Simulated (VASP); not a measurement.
Runs of VASP 6.6.1 on Pb2O. The structure is that of space group Pn-3m (No. 224), or close to it. The cells are those of the table. 

```csv
task,level,potentials or basis,cell,cutoff (eV),gap on the mesh (eV),pressure (GPa),relaxed volume (Å³/atom)
relaxation of cell and atoms,LDA,"VASP PAW LDA potentials, release 64 (Pb_d, O)","relaxed from a = 5.380 Å, 6 atoms",600,none,0.0,(a)
relaxation of cell and atoms,PBEsol,"VASP PAW PBE potentials, release 64 (Pb_d, O)","relaxed from a = 5.380 Å, 6 atoms",600,none,0.0,-
single point,r2SCAN,"VASP PAW PBE potentials, release 64 (Pb_d, O)","a = 5.519 Å, 6 atoms",520,none,-2.7,-
single point,r2SCAN,"VASP PAW PBE potentials, release 64 (Pb_d, O)","a = 5.484 Å, 6 atoms",520,none,-1.8,-
relaxation of cell and atoms,PBE,"VASP PAW PBE potentials, release 64 (Pb_d, O)","relaxed from a = 5.380 Å, 6 atoms",600,none,0.0,27.36
```

Alike in all rows: no spin polarisation; k mesh 6 × 6 × 6; smearing fermi-dirac 0.1 eV.

Q: Estimate the missing entries.

A: (a) 25.16.

Caveats: spin-orbit coupling is left out, which moves the levels of the heavy elements; the PAW data sets were made with another functional, which shifts forces and pressure a little (some runs); the relaxation stopped at its first step, so nothing moved (some runs).

A k mesh can miss the band edges, and the runs leave out spin-orbit coupling on Pb.

A gap of «none» marks levels without a gap at the run's occupations.
